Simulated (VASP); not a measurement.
Runs of VASP 6.6.1 on Na. The structure is that of space group Fm-3m (No. 225), or close to it. The cells are those of the table. This isn't the form of Na at room conditions, which is bcc.

```csv
task,cell,gap on the mesh (eV),pressure (GPa)
single point,"a = 2.799 Å, angles 60.0°, 1 atom",none,29.9
relaxation of cell and atoms,"relaxed to 30 GPa from a = 3.811 Å, angles 60.0°, 1 atom",none,30.1
relaxation of cell and atoms,"relaxed from a = 3.811 Å, angles 60.0°, 1 atom",none,0.0
single point,"a = 3.624 Å, angles 60.0°, 1 atom",none,(a)
single point,"a = 2.682 Å, angles 60.0°, 1 atom",none,44.9
relaxation of cell and atoms,"relaxed to 15 GPa from a = 3.811 Å, angles 60.0°, 1 atom",none,15.1
single point,"a = 2.993 Å, angles 60.0°, 1 atom",none,14.9
```

Alike in all rows: level LDA; potentials or basis VASP PAW LDA potentials, release 64 (Na_pv); no spin polarisation; k mesh 6 × 6 × 6; cutoff (eV) 500; smearing methfessel-paxton 0.05 eV.

Problem. Estimate the missing entries.

Solution. (a) -0.1.

Caveats: some runs use coarse meshes; the cell is relaxed towards a set pressure, so the run minimises the enthalpy, not the energy (at least some runs).

A gap of «none» marks levels without a gap at the run's occupations.
